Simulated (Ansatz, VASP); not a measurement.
**Ag: VASP beside Ansatz**

```
Ag
1.0
     2.93000    0.00000    0.00000
    -1.46500    2.53745    0.00000
     0.00000    0.00000    4.79000
Ag
2
Direct
  0.29006 0.78490 0.25000
  0.66667 0.33333 0.75000
```

Alike in both runs: task single point; functional PBE; k mesh 18 × 18 × 10; occupations gaussian, width 0.15 eV; no spin polarisation.

|  | VASP | Ansatz |
| --- | --- | --- |
| version | VASP 6.6.1 | Ansatz 0.2.0 |
| potentials or method | VASP PAW PBE potentials, release 64 (Ag), cutoff 520 eV | scalar-relativistic, plane waves, PAW |
| valence electrons in the cell | 22 | 38 |

```tsv
	VASP	Ansatz	Ansatz less VASP
gap on the k mesh at the Fermi level (eV)	none	none	-
pressure (GPa)	1.3	1.3	+0.04
traceless stress, the component that is largest in VASP (GPa)	-2.32	-2.34	-0.021
rms of the force components (eV/Å)	0.144	0.145	+0.0010
```

Atom by atom the forces differ by 0.001 eV/Å (rms over components). A gap of «none» marks a metal or a gap that the smearing closes. VASP's potentials hold 22 valence electrons a cell and Ansatz's 38, so a difference there can come from the potentials and not from the codes.
